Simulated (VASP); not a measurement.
Set up this calculation in VASP 6.6.1, as the native input.

```yaml
Task: electric field gradients
Functional: LDA
Potentials_or_basis: VASP PAW LDA potentials, release 64 (Ag, Cl)
Cutoff: 520 eV
k_mesh: 7 × 7 × 7
Occupations: fermi-dirac, width 0.03 eV
Spin: no spin polarisation
Dipole_correction: no
Further_INCAR_settings: ALGO = Normal; EDIFF = 1e-08; NBANDS = 16
```

The structure of AgCl (Chlorargyrite) lies in POSCAR:

```
AgCl
1.0
    0.0000000000      2.7350000000      2.7350000000
    2.7350000000      0.0000000000      2.7350000000
    2.7350000000      2.7350000000      0.0000000000
Ag Cl
1 1
Direct
    0.0000000000      0.0000000000      0.0000000000
    0.5000000000      0.5000000000      0.5000000000
```

These files were run (other wordings do the same):

INCAR

```
PREC     = Accurate       # precision mode
ENCUT    = 520            # plane-wave cutoff, eV
EDIFF    = 1E-8           # SCF threshold, eV
ISMEAR   = -1             # smearing method
SIGMA    = 0.03           # smearing width, eV
LREAL    = False          # projectors in reciprocal space
LASPH    = True           # aspherical terms in the spheres
NELM     = 60             # most SCF steps
ALGO     = Normal         # electronic algorithm
ISIF     = 2              # what is computed and relaxed
LWAVE    = False          # write WAVECAR
LCHARG   = False          # write CHGCAR
LEFG     = True         
NBANDS   = 16             # bands
```

KPOINTS

```
regular mesh
0
Gamma
  7 7 7
```

Potentials or basis: VASP PAW LDA potentials, release 64 (Ag, Cl).

Run with:

```bash
$ cat potpaw_LDA.64/Ag/POTCAR potpaw_LDA.64/Cl/POTCAR > POTCAR
$ mpirun -np 1 vasp_std > vasp.out
```

It gave:

```
Pressure               : -3.8 GPa
Band gap on the k mesh : 0.72 eV, indirect (least direct gap 3.12 eV)
```

Caveat: without QUAD_EFG the Cq values of the log hold for a quadrupole moment of 1 mb, not for the nuclei.

Run time: 28 s on 1 thread of Intel Xeon 8259CL, with other jobs on the host, peak memory 0.15 GiB.
